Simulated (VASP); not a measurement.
## Cd: relaxation of cell and atoms with PBE

The system is Cd.

```
CELL_PARAMETERS angstrom
3.76421 0.00000 0.00000
-1.88211 3.25990 0.00000
0.00000 0.00000 2.33381
ATOMIC_POSITIONS crystal
Cd 0.00000 0.00000 0.00000
Cd 0.33333 0.66667 0.50000
Cd 0.66667 0.33333 0.50000
```

This isn't the form of Cd at room conditions, which is hcp.

```yaml
Program: VASP 6.6.1
Task: relaxation of cell and atoms
Functional: PBE
Potentials_or_basis: VASP PAW PBE potentials, release 64 (Cd)
Cutoff: 600 eV
k_mesh: 10 × 10 × 13
Occupations: fermi-dirac, width 0.1 eV
Spin: no spin polarisation
Target_pressure: 420 GPa
Dipole_correction: no
Further_INCAR_settings: ALGO = Normal; EDIFF = 1e-07; IBRION = 2; EDIFFG = -0.005; NSW = 60; ISIF = 3
```

```yaml
Relaxed_volume: 9.76 Å³/atom
Relaxed_cell: a = 3.832 Å, b = 3.832 Å, c = 2.304 Å, α = 90.00°, β = 90.00°, γ = 120.00°
Space_group_after_relaxing_to_0.1_Å: P6/mmm (No. 191)
Energy_change_on_relaxing_the_run_minimises_the_enthalpy: -627.3 meV/atom
Ionic_steps: 15
Pressure_after_relaxing: 420.0 GPa
Band_gap_on_the_k_mesh: zero (bands 18 and 19 overlap by 3.39 eV)
```

The path:
| step | energy change (eV) | largest force (eV/Å) | pressure (GPa) | volume (Å³) |
| --- | --- | --- | --- | --- |
| 1 | 0.0000 | 0.0000 | 460.15 | 28.64 |
| 2 | -16.6802 | 0.0000 | 124.43 | 39.55 |
| 3 | -2.8053 | 0.0000 | 400.60 | 29.66 |
| 4 | -2.2343 | 0.0000 | 412.64 | 29.44 |
| 5 | -0.2532 | 0.0000 | 452.62 | 28.80 |
| 6 | -1.8501 | 0.0000 | 420.61 | 29.28 |
| 7 | -1.8697 | 0.0000 | 420.23 | 29.29 |
| 8 | -1.8779 | 0.0000 | 420.06 | 29.29 |
| 9 | -1.9218 | 0.0000 | 419.11 | 29.31 |
| 10 | -1.8859 | 0.0000 | 419.89 | 29.30 |
| 11 | -1.8793 | 0.0000 | 420.02 | 29.29 |
| 12 | -1.8765 | 0.0000 | 420.10 | 29.29 |
| 13 | -1.8710 | 0.0000 | 420.20 | 29.29 |
| 14 | -1.8732 | 0.0000 | 420.15 | 29.29 |
| 15 | -1.8819 | 0.0000 | 419.96 | 29.29 |

Final structure:
```
Cd
1.0
     3.83174    0.00000    0.00000
    -1.91587    3.31839    0.00000
     0.00000    0.00000    2.30385
Cd
3
Cartesian
  0.0000 0.0000 0.0000
  0.0000 2.2123 1.1519
  1.9159 1.1061 1.1519
```

Levels at points of the mesh, in eV from the Fermi level:
| k point | band 14 | band 15 | band 16 | band 17 | band 18 | band 19 | band 20 | band 21 | band 22 |
| --- | --- | --- | --- | --- | --- | --- | --- | --- | --- |
| (0.00, 0.00, 0.00) | -14.56 | -12.15 | -12.15 | -0.61 | -0.61 | -0.61 | -0.61 | 1.65 | 1.96 |
| (0.50, 0.00, 0.00) | -12.77 | -12.59 | -12.04 | -11.88 | -8.70 | 0.18 | 9.24 | 10.44 | 10.61 |

Wall time 7.3 min on 1 thread of Oxide Virtual Turin-like Processor, with other jobs on the host, peak memory 0.17 GiB.

Caveat: the cell is relaxed towards a set pressure, so the run minimises the enthalpy, not the energy.
